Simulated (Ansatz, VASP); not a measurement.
# Two plane-wave programs on TiH

```
Ti H
1.0
     2.96701    0.00000    0.00000
     0.00000    2.96701    0.00000
     0.00000    0.00000    4.59839
Ti H
2 2
Direct
  0.50000 0.00000 0.50000
  0.00000 0.50000 0.00000
  0.00000 0.00000 0.25000
  0.00000 0.00000 0.75000
```

Alike in both runs: task single point; functional LDA; k mesh 8 × 8 × 5; occupations fermi-dirac, width 0.15 eV; no spin polarisation.

|  | VASP | Ansatz |
| --- | --- | --- |
| version | VASP 6.6.1 | Ansatz 0.2.0 |
| potentials or method | VASP PAW LDA potentials, release 64 (Ti_sv, H), cutoff 520 eV | plane waves, PAW |
| valence electrons in the cell | 26 | 26 |

|  | VASP | Ansatz | Ansatz less VASP |
| --- | --- | --- | --- |
| pressure (GPa) | -8.5 | -8.6 | -0.17 |
| traceless stress, the component that is largest in VASP (GPa) | 0.43 | 0.39 | -0.044 |

LDA's correlation is that of Perdew and Zunger in VASP and of Perdew and Wang (1992) in Ansatz. Ansatz's warnings: stress scf threshold loose.
